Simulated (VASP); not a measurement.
# Sr4TmSi: single point with PBE

The system is Sr4TmSi.

```xyz
6
Lattice="5.9158 0.0000 0.0000 -2.9579 5.1232 0.0000 0.0000 0.0000 6.9877" Properties=species:S:1:pos:R:3 pbc="T T T"
Sr    0.0000    3.4155    1.7161
Sr    0.0000    3.4155    5.2717
Sr    2.9579    1.7077    5.2717
Sr    2.9579    1.7077    1.7161
Tm    0.0000    0.0000    3.4939
Si    0.0000    0.0000    0.0000
```

The cell was built from a structure type or drawn by symmetry, and may not be a known phase.

```yaml
Program: VASP 6.6.1
Task: single point
Functional: PBE
Potentials_or_basis: VASP PAW PBE potentials, release 64 (Sr_sv, Tm_3, Si), 4f in core
Cutoff: 500 eV
k_mesh: 3 × 3 × 4
Occupations: gaussian, width 0.1 eV
Spin: no spin polarisation
Dipole_correction: no
Mended: yes
Further_INCAR_settings: ALGO = Normal; EDIFF = 1e-06; NBANDS = 36
```

| Item | Value |
| --- | --- |
| Pressure | 0.3 GPa |
| Largest force | 0.063 eV/Å |
| Band gap on the k mesh | zero (an odd number of electrons rules out a gap without spin polarisation) |

Forces in eV/Å, atoms in the order of the input:
```
Sr   0.000  0.000 -0.063
Sr   0.000  0.000  0.063
Sr   0.000  0.000  0.063
Sr   0.000  0.000 -0.063
Tm   0.000  0.000  0.000
Si   0.000  0.000  0.000
```

Stress tensor (GPa, compression positive):
```
 0.76  0.00  0.00
 0.00  0.76  0.00
 0.00  0.00 -0.73
```

Levels at points of the mesh, in eV from the Fermi level:
| k point | band 22 | band 23 | band 24 | band 25 | band 26 | band 27 | band 28 | band 29 | band 30 | band 31 |
| --- | --- | --- | --- | --- | --- | --- | --- | --- | --- | --- |
| (0.00, 0.00, 0.00) | -2.11 | -1.25 | -1.25 | -0.50 | -0.50 | -0.02 | 0.34 | 0.34 | 1.02 | 1.02 |
| (0.00, 0.00, 0.50) | -1.39 | -1.39 | -0.87 | -0.28 | -0.16 | -0.16 | 0.67 | 0.67 | 0.68 | 0.68 |

Run time: 72 s on 1 thread of Intel(R) Xeon(R) Platinum 8488C (Sapphire Rapids) (shared host), peak memory 0.37 GiB.

Caveat: the k points lie up to 0.41 Å⁻¹ apart, too coarse for converged energies and pressures of a metal; spin-orbit coupling is left out, which moves the levels of the heavy elements; the 4f electrons are frozen in the core, so they carry no moment and show no levels. Spin polarisation is off, so any magnetic state and its effect on volume and gap are missing.
